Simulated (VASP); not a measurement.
# Au in VASP: notebook

The runs below take Au through single point, with PBE.

All numbers are computed with VASP 6.6.1; they aren't measurements. Logs are shortened: lines on timing, memory, paths and dates and some standing lists are left out, and cuts for length are marked.

**1. The cell of the first run**

The structure is orthorhombic, space group Immm (No. 71). Conventional cell: a = 2.783 Å, b = 3.140 Å, c = 3.936 Å, α = 90.00°, β = 90.00°, γ = 90.00°. Within 3.7 Å of Au (site symmetry mmm) lie 12 Au at 2.78 to 3.14 Å.

**2. Single point, PBE**

Contents of INCAR:

```
SYSTEM = Au
PREC = Accurate
ENCUT = 520
EDIFF = 1E-7
ISMEAR = 0
SIGMA = 0.1
LREAL = .FALSE.
LASPH = .TRUE.
NELM = 100
ALGO = Fast
ISIF = 2
LWAVE = .FALSE.
LCHARG = .TRUE.
GGA = PE
LELF = .TRUE.
LVHAR = .TRUE.
ISYM = 0
NBANDS = 18
```

Contents of KPOINTS:

```
Automatic mesh
0
G
  9 6 22
  0 0 0
```

Contents of POSCAR:

```
Au
1.0
    3.9364226088      0.0000000000      0.0000000000
    0.0000000000      5.5669422406      0.0000000000
   -1.9682113044      1.3917355602      1.5698384071
Au
2
Direct
    0.0000000000      0.5000000000      0.0000000000
    0.0000000000      0.0000000000      0.0000000000
```

Potentials or basis: VASP PAW PBE potentials, release 64 (Au).

Run with:

```console
> cat potpaw_PBE.64/Au/POTCAR > POTCAR
> mpirun -np 1 vasp_std > vasp.out
```

OUTCAR:

```text
SYSTEM = Au
   PREC = Accurate
   ENCUT = 520
   EDIFF = 1E-7
   ISMEAR = 0
   LREAL = .FALSE.
   LASPH = .TRUE.
   NELM = 100
   ISIF = 2
   GGA = PE
   ISYM = 0

 ion  position               nearest neighbor table
   1  0.000  0.500  0.000-   2 2.78   2 2.78   2 2.88   2 2.88   2 2.88   2 2.88
   2  0.000  0.000  0.000-   1 2.78   1 2.78   1 2.88   1 2.88   1 2.88   1 2.88

IMPORTANT INFORMATION: All symmetrisations will be switched off!
NOSYMM: (Re-)initialisation of all symmetry stuff for point group C_1.

----------------------------------------------------------------------------------------

                                     Primitive cell

  volume of cell :      34.4012

  direct lattice vectors                    reciprocal lattice vectors
     3.936422609  0.000000000  0.000000000     0.254037765  0.000000000  0.318504120
     0.000000000  5.566942241  0.000000000     0.000000000  0.179631826 -0.159252060
    -1.968211304  1.391735560  1.569838407     0.000000000  0.000000000  0.637008239

  length of vectors
     3.936422609  5.566942241  2.876660604     0.407406505  0.240060016  0.637008239

  position of ions in fractional coordinates (direct lattice)
     0.000000000  0.500000000  0.000000000
     0.000000000  0.000000000  0.000000000

  ion indices of the primitive-cell ions
   primitive index   ion index
                 1           1
                 2           2

----------------------------------------------------------------------------------------

 KPOINTS: Automatic mesh

Automatic generation of k-mesh.
 Grid dimensions read from file:
 generate k-points for:    9    6   22

 Generating k-lattice:

  Cartesian coordinates                     Fractional coordinates (reciprocal lattice)
     0.028226418  0.000000000  0.035389347     0.111111111  0.000000000  0.000000000
     0.000000000  0.029938638 -0.026542010     0.000000000  0.166666667  0.000000000
     0.000000000  0.000000000  0.028954920     0.000000000  0.000000000  0.045454545

  Length of vectors
     0.045267389  0.040010003  0.028954920

  Shift w.r.t. Gamma in fractional coordinates (k-lattice)
     0.000000000  0.000000000  0.000000000

 -----------------------------------------------------------------------------
|                                                                             |
|           W    W    AA    RRRRR   N    N  II  N    N   GGGG   !!!           |
|           W    W   A  A   R    R  NN   N  II  NN   N  G    G  !!!           |
|           W    W  A    A  R    R  N N  N  II  N N  N  G       !!!           |
|           W WW W  AAAAAA  RRRRR   N  N N  II  N  N N  G  GGG   !            |
|           WW  WW  A    A  R   R   N   NN  II  N   NN  G    G                |
|           W    W  A    A  R    R  N    N  II  N    N   GGGG   !!!           |
|                                                                             |
|     Your reciprocal lattice and k-lattice belong to different lattice       |
|     classes:                                                                |
|                                                                             |
|        The reciprocal lattice is base-centered monoclinic,                  |
|        whereas your k-lattice is triclinic.                                 |
|                                                                             |
|     Results are often still useful ...                                      |
|                                                                             |
 -----------------------------------------------------------------------------

 WARNING: IBZKPT: internal override: KBLOWUP is changed to .FALSE.
      ... skipping the blow-up phase ...

 Subroutine IBZKPT returns following result:
 ===========================================

 Found    596 irreducible k-points:

 Following reciprocal coordinates:
            Coordinates               Weight
  0.000000  0.000000  0.000000      1.000000
  0.111111  0.000000  0.000000      2.000000
  0.222222  0.000000  0.000000      2.000000
  0.333333  0.000000  0.000000      2.000000
  0.444444  0.000000  0.000000      2.000000
  0.000000  0.166667  0.000000      2.000000
[... 16 lines left out ...]
 -0.111111  0.333333 -0.000000      2.000000
  0.000000  0.500000  0.000000      1.000000
 [... further k-points ...]
   k-points           NKPTS =    596   k-points in BZ     NKDIM =    596   number of bands    NBANDS=     18
   number of dos      NEDOS =    301   number of ions     NIONS =      2
   total plane-waves  NPLWV =  30240
   dimension x,y,z NGX =    30 NGY =   42 NGZ =   24
   dimension x,y,z NGXF=    60 NGYF=   84 NGZF=   48
   ions per type =               2
   NGX,Y,Z   is equivalent  to a cutoff of  12.67, 12.54, 13.87 a.u.
   NGXF,Y,Z  is equivalent  to a cutoff of  25.34, 25.08, 27.74 a.u.
 SYSTEM =  Au
   PREC   = accura    normal or accurate (medium, high low for compatibility)
   ISTART =      0    job   : 0-new  1-cont  2-samecut
   ICHARG =      2    charge: 1-file 2-atom 10-const
   ISPIN  =      1    spin polarized calculation?
   LNONCOLLINEAR =      F non collinear calculations
   LSORBIT =      F    spin-orbit coupling
   LASPH  =      T    aspherical Exc in radial PAW
   ENCUT  =  520.0 eV  38.22 Ry    6.18 a.u.   7.32 10.35  5.35*2*pi/ulx,y,z
   NELM   =    100;   NELMIN=  2; NELMDL= -5     # of ELM steps
   EDIFF  = 0.1E-06   stopping-criterion for ELM
   LREAL  =      F    real-space projection
   EDIFFG = 0.1E-05   stopping-criterion for IOM
   NSW    =      0    number of steps for IOM
   IBRION =     -1    ionic relax: 0-MD 1-quasi-New 2-CG
   NFREE  =      0    steps in history (QN), initial steepest desc. (CG)
   ISIF   =      2    stress and relaxation
   ISYM   =      0    0-nonsym 1-usesym 2-fastsym
   POTIM  = 0.5000    time-step for ionic-motion
   TEBEG  =    0.0;   TEEND  =   0.0 temperature during run
   PSTRESS=    0.0 pullay stress
   NELECT =      22.0000    total number of electrons
   NUPDOWN=      -1.0000    fix difference up-down
   EMIN   =  10.00;   EMAX   =-10.00  energy-range for DOS
   EFERMI =   0.00;   METHOD = LEGACY
   ISMEAR =     0;   SIGMA  =   0.10  broadening in eV -4-tet -1-fermi 0-gaus
   EFERMI_NEDOS =   21; number of points for ismear=-14 and -15
   IALGO  =     68    algorithm
   IMIX   =      4    mixing-type and parameters
     AMIX     =   0.40;   BMIX     =  1.00
     AMIX_MAG =   1.60;   BMIX_MAG =  1.00
  volume/ion in A,a.u.               =      17.20       116.08
  Fermi-wavevector in a.u.,A,eV,Ry     =   1.410451  2.665365 27.067041  1.989371
  Thomas-Fermi vector in A             =   2.532403
   LORBIT       =      0    0 simple, 1 ext, 2 COOP (PROOUT), +10 PAW based schemes
   GGA     = PE    functional components
   LHFCALC =     F    Hartree Fock is set to
   AEXX    =    0.0000 exact exchange contribution
   IVDW    =     0    specifies the selected vdW correction
   LEPSILON=     F    determine dielectric tensor
   LRPA    =     F    only Hartree local field effects (RPA)
 non-spin polarized calculation
 RMM-DIIS sequential band-by-band and
 Gauss-broadening in eV      SIGMA  =   0.10
  energy-cutoff  :      520.00
  volume of cell :       34.40
 maximum number of plane-waves:       941
 NGX is ok and might be reduce to    30
   NGX = 15   NGY = 21   NGZ = 11

 number of electron      22.0000000 magnetization

 Free energy of the ion-electron system (eV)
  ---------------------------------------------------
  ext. energy  EPLUGINS =         0.00000000
  ---------------------------------------------------
  free energy    TOTEN  =        -6.37361305 eV

  energy without entropy =       -6.37121246  energy(sigma->0) =       -6.37241275

 E-fermi :   9.3834     XC(G=0): -12.6540

 val. band max:        9.3805927281   @ k =   0.3333  -0.1667   0.4091
 cond. band min:       9.3884915030   @ k =  -0.1111  -0.1667   0.0455
 fundamental gap:      0.0078987748
 Fermi energy:         9.3834127963

 k-point     1 :       0.0000    0.0000    0.0000
  band No.  band energies     occupation
      1      -0.4478      2.00000
      2       2.2967      2.00000
      3       2.6533      2.00000
      4       4.0331      2.00000
      5       4.6783      2.00000
      6       5.0721      2.00000
[... 10 lines left out ...]
     17      25.7336      0.00000
     18      26.8889      0.00000

 k-point     2 :       0.1111    0.0000    0.0000
  band No.  band energies     occupation
      1      -0.0699      2.00000
      2       2.4975      2.00000
      3       2.8624      2.00000
      4       4.0779      2.00000
      5       4.6299      2.00000
      6       5.1704      2.00000
[... 10 lines left out ...]
     17      24.8654      0.00000
     18      27.4465      0.00000

 k-point     3 :       0.2222    0.0000    0.0000
  band No.  band energies     occupation
      1       0.8836      2.00000
      2       2.7808      2.00000
      3       3.5728      2.00000
      4       4.2639      2.00000
      5       4.5943      2.00000
      6       5.2092      2.00000
[... 10 lines left out ...]
     17      25.0317      0.00000
     18      26.7710      0.00000

 k-point     4 :       0.3333    0.0000    0.0000
  band No.  band energies     occupation
      1       1.6865      2.00000
      2       2.6616      2.00000
      3       3.9135      2.00000
      4       4.5399      2.00000
      5       5.0691      2.00000
      6       5.2841      2.00000
[... 375 lines left out ...]
      4       4.2349      2.00000
      5       4.4975      2.00000
      6       4.5439      2.00000
[... 10 lines left out ...]
     17      24.9969      0.00000
     18      25.3784      0.00000

 k-point    23 :      -0.1111    0.3333   -0.0000
  band No.  band energies     occupation
      1       1.6159      2.00000
      2       2.4401      2.00000
      3       3.4846      2.00000
      4       3.7547      2.00000
      5       4.8054      2.00000
      6       4.9041      2.00000
[... 10 lines left out ...]
     17      25.0321      0.00000
     18      25.8574      0.00000

 k-point    24 :       0.0000    0.5000    0.0000
  band No.  band energies     occupation
      1       1.9027      2.00000
      2       1.9027      2.00000
      3       3.5093      2.00000
      4       3.5093      2.00000
      5       5.1613      2.00000
      6       5.1613      2.00000
[... 10 lines left out ...]
     17      25.0520      0.00000
     18      25.0520      0.00000

 [... further k-points ...]

------------------------ aborting loop because EDIFF is reached ----------------------------------------

  FORCE on cell =-STRESS in cart. coord.  units (eV):
  Direction    XX          YY          ZZ          XY          YZ          ZX
  --------------------------------------------------------------------------------------
  -------------------------------------------------------------------------------------
  Total        1.6579035      2.3068903      1.1702890     -0.0304294      0.0175269      0.0056145
  in kB       77.2140704    107.4395413     54.5042436     -1.4171990      0.8162856      0.2614841
  external PRESSURE =      79.7192851 kB  Pullay stress =       0.0000000 kB

 VOLUME and BASIS-vectors are now :
 -----------------------------------------------------------------------------
  energy-cutoff  :      520.00
  volume of cell :       34.40
      direct lattice vectors                 reciprocal lattice vectors
     3.936422609  0.000000000  0.000000000     0.254037765  0.000000000  0.318504120
     0.000000000  5.566942241  0.000000000     0.000000000  0.179631826 -0.159252060
    -1.968211304  1.391735560  1.569838407     0.000000000  0.000000000  0.637008239

 POSITION                                       TOTAL-FORCE (eV/Angst)
 -----------------------------------------------------------------------------------
      0.00000      2.78347      0.00000         0.000000      0.000000     -0.000000
      0.00000      0.00000      0.00000        -0.000000     -0.000000      0.000000
 -----------------------------------------------------------------------------------
    total drift:                                0.000000      0.000000      0.000000

  FREE ENERGIE OF THE ION-ELECTRON SYSTEM (eV)
  ---------------------------------------------------
  free  energy   TOTEN  =        -6.3736130503 eV

  energy  without entropy=       -6.3712124573  energy(sigma->0) =       -6.37241275
```

Run time: 8.1 min. Hardware: 1 thread of Intel Xeon Platinum 8488C (Sapphire Rapids), shared host; peak memory 0.42 GiB.

Results:

```
Free energy            : -6.3736 eV
Pressure               : 8.0 GPa
Band gap on the k mesh : zero (band 11 reaches 13.54 eV, above the bottom of band 12 at 6.74 eV)
```

Stress tensor (GPa, compression positive):
```
 7.72 -0.14  0.03
-0.14 10.74  0.08
 0.03  0.08  5.45
```

Levels at points of the mesh, in eV from the Fermi level:
| k point | band 8 | band 9 | band 10 | band 11 | band 12 | band 13 | band 14 | band 15 |
| --- | --- | --- | --- | --- | --- | --- | --- | --- |
| (0.00, 0.00, 0.00) | -2.82 | -2.43 | -1.66 | -1.65 | 0.72 | 5.37 | 10.31 | 10.43 |
| (0.00, 0.50, 0.00) | -3.53 | -3.39 | -3.39 | -2.65 | -2.65 | 14.06 | 14.06 | 14.86 |
| (0.00, 0.00, 0.50) | -1.66 | -1.65 | -1.63 | 0.72 | 1.71 | 5.37 | 6.51 | 7.26 |
| (0.00, 0.50, 0.50) | -3.48 | -1.67 | -1.67 | 4.16 | 4.16 | 6.34 | 6.34 | 6.72 |

Caveat: spin-orbit coupling is left out, which moves the levels of the heavy elements.

**3. Single point, PBE**

This run uses another cell than the first one, of 18.04 Å³/atom, 1.049 times its volume.

Contents of INCAR:

```
SYSTEM = Au
PREC     = Accurate       ! precision mode
ENCUT    = 520            ! plane-wave cutoff, eV
EDIFF    = 1E-6           ! SCF threshold, eV
ISMEAR   = 0              ! smearing method
SIGMA    = 0.1            ! smearing width, eV
LREAL    = .FALSE.        ! projectors in reciprocal space
LASPH    = .TRUE.         ! aspherical terms in the spheres
NELM     = 80             ! most SCF steps
ALGO     = Fast           ! electronic algorithm
ISIF     = 2              ! what is computed and relaxed
LWAVE    = .FALSE.        ! write WAVECAR
LCHARG   = .TRUE.         ! write CHGCAR
GGA      = PE             ! functional
LELF     = .TRUE.         ! ELF
LVHAR    = .TRUE.       
NBANDS   = 18             ! bands
ISYM     = 0
```

KPOINTS is that of step 2.

Contents of POSCAR:

```
Au
1.0
    3.9364224233     -0.0000000422      0.0012083944
   -0.0000000597      5.5669422270      0.0003890395
   -1.9677293210      1.3918452843      1.6457992296
Au
2
Direct
    0.0000000000      0.5000000000      0.0000000000
    0.0000000000      0.0000000000      0.0000000000
```

Potentials or basis: VASP PAW PBE potentials, release 64 (Au).

Run with:

```console
> cat potpaw_PBE.64/Au/POTCAR > POTCAR
> mpirun -np 1 vasp_std > vasp.out
```

Run time: 7.4 min. Hardware: 1 thread of Intel Xeon Platinum 8488C (Sapphire Rapids), shared host; peak memory 0.43 GiB.

It converged, with:

- Free energy: -6.4002 eV
- Pressure: 1.5 GPa
- Band gap on the k mesh: zero (band 11 reaches 12.18 eV, above the bottom of band 12 at 6.03 eV)

Stress tensor (GPa, compression positive):
```
 0.20 -0.20  0.01
-0.20  4.59 -0.06
 0.01 -0.06 -0.17
```

Levels at points of the mesh, in eV from the Fermi level:
```csv
k point,band 7,band 8,band 9,band 10,band 11,band 12,band 13,band 14,band 15,band 16
"(0.00, 0.00, 0.00)",-3.31,-2.57,-2.54,-1.67,-1.58,0.82,5.01,10.40,10.52,14.12
"(0.00, 0.50, 0.00)",-3.37,-3.37,-3.22,-3.22,-2.57,-2.57,13.45,13.45,14.48,14.48
"(0.00, 0.00, 0.50)",-1.74,-1.67,-1.59,-1.58,0.81,2.12,5.01,6.29,6.38,10.41
"(0.00, 0.50, 0.50)",-3.39,-3.39,-1.66,-1.66,3.58,3.58,6.46,6.46,6.81,6.81
```

Caveat: spin-orbit coupling is left out, which moves the levels of the heavy elements.

**4. Single point, PBE**

This run uses another cell than the first one, of 18.04 Å³/atom, 1.049 times its volume.

Contents of INCAR:

```
PREC     = Accurate       # precision mode
ENCUT    = 520            # plane-wave cutoff, eV
EDIFF    = 1E-6           # SCF threshold, eV
ISMEAR   = 0              # smearing method
SIGMA    = 0.1            # smearing width, eV
LREAL    = F              # projectors in reciprocal space
LASPH    = T              # aspherical terms in the spheres
NELM     = 100            # most SCF steps
ALGO     = Fast           # electronic algorithm
ISIF     = 2              # what is computed and relaxed
LWAVE    = F              # write WAVECAR
LCHARG   = F              # write CHGCAR
GGA      = PE             # functional
NBANDS   = 18             # bands
```

Contents of KPOINTS:

```
Automatic mesh
0
Gamma
  9 6 22
```

POSCAR is that of step 3.

Run with:

```console
> cat potpaw_PBE.64/Au/POTCAR > POTCAR
> mpirun -np 1 vasp_std > vasp.out
```

It took 6.6 min on 1 thread of Intel Xeon Platinum 8488C (Sapphire Rapids), shared host; peak memory 0.43 GiB.

It converged, with:

| Quantity | Value |
| --- | --- |
| Free energy | -6.4002 eV |
| Pressure | 1.5 GPa |
| Band gap on the k mesh | zero (band 11 reaches 12.18 eV, above the bottom of band 12 at 6.03 eV) |

Stress tensor (GPa, compression positive):
```
 0.20 -0.20  0.01
-0.20  4.59 -0.06
 0.01 -0.06 -0.17
```

Levels at points of the mesh, in eV from the Fermi level:
| k point | band 8 | band 9 | band 10 | band 11 | band 12 | band 13 | band 14 | band 15 |
| --- | --- | --- | --- | --- | --- | --- | --- | --- |
| (0.00, 0.00, 0.00) | -2.57 | -2.54 | -1.67 | -1.58 | 0.82 | 5.01 | 10.40 | 10.52 |
| (0.00, 0.50, 0.00) | -3.37 | -3.22 | -3.22 | -2.57 | -2.57 | 13.45 | 13.45 | 14.48 |
| (0.00, 0.00, 0.50) | -1.67 | -1.59 | -1.58 | 0.81 | 2.12 | 5.01 | 6.29 | 6.38 |
| (0.00, 0.50, 0.50) | -3.39 | -1.66 | -1.66 | 3.58 | 3.58 | 6.46 | 6.46 | 6.81 |

Caveat: spin-orbit coupling is left out, which moves the levels of the heavy elements.
